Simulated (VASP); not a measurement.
# Si (R-3) in VASP: single point with LDA

Aim: the single point of Si with LDA.

Program: VASP 6.6.1. These are calculated values, not measurements. Logs are shortened: lines on timing, memory, paths and dates and some standing lists are left out, and cuts for length are marked.

## Step 1: The cell of the first run

It takes space group R-3 (No. 148, trigonal). Conventional cell: a = 8.946 Å, b = 8.946 Å, c = 5.577 Å, α = 90.00°, β = 90.00°, γ = 120.00°. Si (site symmetry 1) has 4 Si at 2.25 to 2.32 Å within 3.0 Å. Within 3.0 Å of Si (site symmetry 3) lie 4 Si at 2.25 to 2.40 Å.

## Step 2: Single point, LDA (strain -0.040 along x and y, +0.000 along z)

INCAR reads:

```
  PREC = Accurate
  ENCUT = 520
  EDIFF = 1E-6
  ISMEAR = 0
  SIGMA = 0.15
  LREAL = F
  LASPH = T
  NELM = 60
  ALGO = Normal
  ISIF = 2
  LWAVE = F
  LCHARG = F
  GGA = CA
  NBANDS = 26
```

KPOINTS reads:

```
regular mesh
0
Gamma
  12 12 12
```

POSCAR reads:

```
Si
1.0
    4.4730435006      2.5825128692      1.8589531703
   -4.4730435006      2.5825128692      1.8589531703
    0.0000000000     -5.1650257384      1.8589531703
Si
8
Direct
    0.0230438192      0.7214117077      0.5254377641
    0.9769561808      0.2785882923      0.4745622359
    0.7155636601      0.7155636601      0.7155636601
    0.2785882923      0.4745622359      0.9769561808
    0.4745622359      0.9769561808      0.2785882923
    0.7214117077      0.5254377641      0.0230438192
    0.2844363399      0.2844363399      0.2844363399
    0.5254377641      0.0230438192      0.7214117077
```

Potentials or basis: VASP PAW LDA potentials, release 64 (Si).

On the command line:

```bash
> cat potpaw_LDA.64/Si/POTCAR > POTCAR
> mpirun -np 1 vasp_std > vasp.out
```

OUTCAR:

```text
PREC = Accurate
   ENCUT = 520
   EDIFF = 1E-6
   ISMEAR = 0
   LREAL = F
   LASPH = T
   NELM = 60
   ISIF = 2
   GGA = CA

 ion  position               nearest neighbor table
   1  0.023  0.721  0.525-   3 2.25   2 2.27   8 2.32   6 2.32
   2  0.977  0.279  0.475-   7 2.25   1 2.27   5 2.32   4 2.32
   3  0.716  0.716  0.716-   8 2.25   1 2.25   6 2.25   7 2.40
   4  0.279  0.475  0.977-   7 2.25   6 2.27   5 2.32   2 2.32
   5  0.475  0.977  0.279-   7 2.25   8 2.27   4 2.32   2 2.32
   6  0.721  0.525  0.023-   3 2.25   4 2.27   8 2.32   1 2.32
   7  0.284  0.284  0.284-   5 2.25   2 2.25   4 2.25   3 2.40
   8  0.525  0.023  0.721-   3 2.25   5 2.27   6 2.32   1 2.32

  LATTYP: Found a trigonal (rhomboedric) cell.
 ALAT       =     5.4893713454
 COS(alpha) =    -0.3279784185

  Lattice vectors:

 A1 = (   4.4730435006,   2.5825128692,   1.8589531703)
 A2 = (  -4.4730435006,   2.5825128692,   1.8589531703)
 A3 = (   0.0000000000,  -5.1650257384,   1.8589531703)

Analysis of symmetry for initial positions (statically):
=====================================================================
 Subroutine PRICEL returns:
 Original cell was already a primitive cell.

 Routine SETGRP: Setting up the symmetry group for a
 trigonal (rhombohedral) supercell.

 Subroutine GETGRP returns: Found  6 space group operations
 (whereof  6 operations were pure point group operations)
 out of a pool of 12 trial point group operations.

The static configuration has the point symmetry S_6 .

Analysis of symmetry for dynamics (positions and initial velocities):
=====================================================================
 Subroutine PRICEL returns:
 Original cell was already a primitive cell.

 Routine SETGRP: Setting up the symmetry group for a
 trigonal (rhombohedral) supercell.

 Subroutine GETGRP returns: Found  6 space group operations
 (whereof  6 operations were pure point group operations)
 out of a pool of 12 trial point group operations.

The dynamic configuration has the point symmetry S_6 .

 Subroutine INISYM returns: Found  6 space group operations
 (whereof  6 operations are pure point group operations),
 and found     1 'primitive' translations

----------------------------------------------------------------------------------------

                                     Primitive cell

  volume of cell :     128.8443
[... 106 lines left out ...]
   NFREE  =      0    steps in history (QN), initial steepest desc. (CG)
   ISIF   =      2    stress and relaxation
   ISYM   =      2    0-nonsym 1-usesym 2-fastsym
   POTIM  = 0.5000    time-step for ionic-motion
   TEBEG  =    0.0;   TEEND  =   0.0 temperature during run
   PSTRESS=    0.0 pullay stress
   NELECT =      32.0000    total number of electrons
   NUPDOWN=      -1.0000    fix difference up-down
   EMIN   =  10.00;   EMAX   =-10.00  energy-range for DOS
   EFERMI =   0.00;   METHOD = LEGACY
   ISMEAR =     0;   SIGMA  =   0.15  broadening in eV -4-tet -1-fermi 0-gaus
   EFERMI_NEDOS =   21; number of points for ismear=-14 and -15
   IALGO  =     38    algorithm
   IMIX   =      4    mixing-type and parameters
     AMIX     =   0.40;   BMIX     =  1.00
     AMIX_MAG =   1.60;   BMIX_MAG =  1.00
  volume/ion in A,a.u.               =      16.11       108.69
  Fermi-wavevector in a.u.,A,eV,Ry     =   1.029050  1.944622 14.407800  1.058943
  Thomas-Fermi vector in A             =   2.163078
   LORBIT       =      0    0 simple, 1 ext, 2 COOP (PROOUT), +10 PAW based schemes
   GGA     = CA    functional components
   LHFCALC =     F    Hartree Fock is set to
   AEXX    =    0.0000 exact exchange contribution
   IVDW    =     0    specifies the selected vdW correction
   LEPSILON=     F    determine dielectric tensor
   LRPA    =     F    only Hartree local field effects (RPA)
 non-spin polarized calculation
 Gauss-broadening in eV      SIGMA  =   0.15
  energy-cutoff  :      520.00
  volume of cell :      128.84
 maximum number of plane-waves:      3499
 NGX is ok and might be reduce to    42
   NGX = 21   NGY = 21   NGZ = 21

 number of electron      31.9999999 magnetization

 Free energy of the ion-electron system (eV)
  ---------------------------------------------------
  ext. energy  EPLUGINS =         0.00000000
  ---------------------------------------------------
  free energy    TOTEN  =       -46.28005373 eV

  energy without entropy =      -46.27364387  energy(sigma->0) =      -46.27684880

 E-fermi :   8.4714     XC(G=0): -10.6086

 val. band max:        8.4629165284   @ k =   0.4167   0.1667   0.0000
 cond. band min:       8.4714435673   @ k =   0.5000   0.0000  -0.0833
 fundamental gap:      0.0085270389
 Fermi energy:         8.4713835770

 k-point     1 :       0.0000    0.0000    0.0000
  band No.  band energies     occupation
      1      -5.1579      2.00000
      2      -0.1038      2.00000
      3       0.1706      2.00000
      4       0.1706      2.00000
      5       0.7915      2.00000
      6       1.5884      2.00000
[... 685 lines left out ...]
     25      13.7354      0.00000
     26      13.8665      0.00000

 [... further k-points ...]

------------------------ aborting loop because EDIFF is reached ----------------------------------------

  FORCE on cell =-STRESS in cart. coord.  units (eV):
  Direction    XX          YY          ZZ          XY          YZ          ZX
  --------------------------------------------------------------------------------------
  -------------------------------------------------------------------------------------
  Total       11.1212055     11.1212055      3.3993663     -0.0000000     -0.0000000      0.0000000
  in kB      138.2920233    138.2920233     42.2710692     -0.0000000     -0.0000000      0.0000000
  external PRESSURE =     106.2850386 kB  Pullay stress =       0.0000000 kB

 VOLUME and BASIS-vectors are now :
 -----------------------------------------------------------------------------
  energy-cutoff  :      520.00
  volume of cell :      128.84
      direct lattice vectors                 reciprocal lattice vectors
     4.473043501  2.582512869  1.858953170     0.111780715  0.064536626  0.179312389
    -4.473043501  2.582512869  1.858953170    -0.111780715  0.064536626  0.179312389
     0.000000000 -5.165025738  1.858953170     0.000000000 -0.129073252  0.179312389

 POSITION                                       TOTAL-FORCE (eV/Angst)
 -----------------------------------------------------------------------------------
     -3.12383     -0.79133      2.36067        -0.205733      0.615167      0.342896
      3.12383      0.79133      3.21619         0.205733     -0.615167     -0.342896
      0.00000      0.00000      3.99060        -0.000000     -0.000000     -0.154293
     -0.87660     -3.10098      3.21619        -0.635617      0.129414     -0.342896
     -2.24723      2.30965      3.21619         0.429884      0.485754     -0.342896
      0.87660      3.10098      2.36067         0.635617     -0.129414      0.342896
      0.00000      0.00000      1.58626        -0.000000     -0.000000      0.154293
      2.24723     -2.30965      2.36067        -0.429884     -0.485754      0.342896
 -----------------------------------------------------------------------------------
    total drift:                               -0.000000      0.000000     -0.000000

  FREE ENERGIE OF THE ION-ELECTRON SYSTEM (eV)
  ---------------------------------------------------
  free  energy   TOTEN  =       -46.2800537258 eV

  energy  without entropy=      -46.2736438691  energy(sigma->0) =      -46.27684880
```

stdout:

```text
POSCAR found type information on POSCAR Si
 POSCAR found :  1 types and       8 ions
 scaLAPACK will be used
 LDA part: xc-table for (Slater(with rela. corr.)+CA(PZ))
 , standard interpolation
 POSCAR, INCAR and KPOINTS ok, starting setup
 FFT: planning ... GRIDC
 FFT: planning ... GRID_SOFT
 FFT: planning ... GRID
 WAVECAR not read
 entering main loop
```

It took 8.1 min on 1 thread of AMD EPYC 9R45 (Zen 5), shared host; peak memory 0.65 GiB.

Results:

```
Free energy            : -46.2801 eV
Pressure               : 10.6 GPa
Largest force          : 0.734 eV/Å
Band gap on the k mesh : zero (bands 16 and 17 overlap by 0.63 eV)
```

Forces in eV/Å, atoms in the order of the input:
```
Si  -0.206  0.615  0.343
Si   0.206 -0.615 -0.343
Si   0.000  0.000 -0.154
Si  -0.636  0.129 -0.343
Si   0.430  0.486 -0.343
Si   0.636 -0.129  0.343
Si   0.000  0.000  0.154
Si  -0.430 -0.486  0.343
```

Levels at points of the mesh, in eV from the Fermi level:
```tsv
k point	band 12	band 13	band 14	band 15	band 16	band 17	band 18	band 19	band 20	band 21
(0.00, 0.00, 0.00)	-4.63	-4.63	-1.46	-1.46	-0.82	1.79	1.92	1.92	4.23	4.23
(0.50, 0.00, 0.00)	-2.69	-2.07	-2.04	-1.68	-1.23	-0.28	0.45	1.79	2.08	2.16
(0.50, 0.50, 0.00)	-2.57	-2.32	-1.90	-1.66	-1.38	0.47	0.59	1.61	2.08	2.16
(0.50, 0.50, 0.50)	-3.06	-2.96	-2.06	0.34	0.34	1.66	2.38	2.90	2.90	2.97
```

Caveat: the cell differs from its parent crystal (strain -0.040 along x and y, +0.000 along z); the stress differs along the axes, from 4 to 14 GPa; semilocal functionals underestimate gaps, and a narrow one can read as zero.
